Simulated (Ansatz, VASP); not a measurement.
**One calculation of AsPb4, two programs**

```
As Pb
1.0
     5.58706    0.00000    0.00000
    -2.79353    4.83854    0.00000
     0.00000    0.00000    8.65247
As Pb
1 4
Direct
  0.00000 0.00000 0.00000
  0.33333 0.66667 0.00000
  0.66667 0.33333 0.00000
  0.00000 0.00000 0.30857
  0.00000 0.00000 0.69143
```

Alike in both runs: functional PBE; k mesh 12 × 12 × 4; occupations gaussian, width 0.1 eV; no spin polarisation.

Ansatz relaxed the structure, and its values are those at the end. VASP's run is a single point on that final structure, the one shown.

|  | VASP | Ansatz |
| --- | --- | --- |
| version | VASP 6.6.1 | Ansatz 0.2.0 |
| potentials or method | VASP PAW PBE potentials, release 64 (As, Pb_d), cutoff 520 eV | scalar-relativistic, plane waves, PAW |
| valence electrons in the cell | 61 | 71 |

Ansatz gave:

* gap on the k mesh at the Fermi level (eV): none
* pressure (GPa): 0.0
* rms of the force components (eV/Å): 0.003

Q: Which values does VASP return?

A: gap on the k mesh at the Fermi level (eV): none; pressure (GPa): 0.0; rms of the force components (eV/Å): 0.006.

A gap of «none» marks a metal or a gap that the smearing closes. VASP's potentials hold 61 valence electrons a cell and Ansatz's 71, so a difference there can come from the potentials and not from the codes.

Neither program's run includes spin-orbit coupling.
